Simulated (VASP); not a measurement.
Here is a VASP 6.6.1 calculation.

Contents of INCAR:

```
SYSTEM = ZrSi3O8
  PREC = Accurate
  ENCUT = 520
  EDIFF = 1E-6
  ISMEAR = -1
  SIGMA = 0.02
  LREAL = .False.
  LASPH = .True.
  NELM = 60
  ALGO = Normal
  ISIF = 2
  LWAVE = .False.
  LCHARG = .False.
  GGA = PE
  NBANDS = 48
```

KPOINTS

```
regular mesh
0
Gamma
  8 4 4
  0 0 0
```

The input POSCAR:

```
ZrSi3O8
1.0
    3.4697074480      0.0000000000      0.0000000000
    0.0000000000      5.8136632076      0.0000000000
    0.0000000000      0.0000000000      5.7462971514
Si Zr O
3 1 8
Direct
    0.0000000000      0.7474277014      0.0581196556
    0.0000000000      0.2525722986      0.0581196556
    0.5000000000      0.5000000000      0.4211005706
    0.5000000000      0.0000000000      0.4779998060
    0.5000000000      0.7054102076      0.6161755632
    0.5000000000      0.7343392911      0.1569449891
    0.0000000000      0.0000000000      0.2963885482
    0.0000000000      0.0000000000      0.8906466324
    0.5000000000      0.2945897924      0.6161755632
    0.5000000000      0.2656607089      0.1569449891
    0.0000000000      0.5000000000      0.3370228849
    0.0000000000      0.5000000000      0.9143611419
```

Potentials or basis: VASP PAW PBE potentials, release 64 (Si, Zr_sv, O).

Command:

```sh
$ cat potpaw_PBE.64/Si/POTCAR potpaw_PBE.64/Zr_sv/POTCAR potpaw_PBE.64/O/POTCAR > POTCAR
$ mpirun -np 1 vasp_std > vasp.out
```

Q: Estimate the pressure.

A: 7.3 GPa.

Q: Predict the band gap on the k mesh.

A: 3.70 eV, indirect (least direct gap 3.79 eV).

Q: Estimate the largest force.

A: 0.474 eV/Å.

Forces on the atoms (eV/Å):
```
Si   0.000  0.076  0.107
Si   0.000 -0.076  0.107
Si   0.000  0.000 -0.352
Zr   0.000  0.000 -0.075
O    0.000  0.118  0.458
O    0.000  0.030  0.026
O    0.000  0.000  0.057
O    0.000  0.000 -0.335
O    0.000 -0.118  0.458
O    0.000 -0.030  0.026
O    0.000  0.000 -0.003
O    0.000  0.000 -0.474
```

A k mesh can miss the band edges.
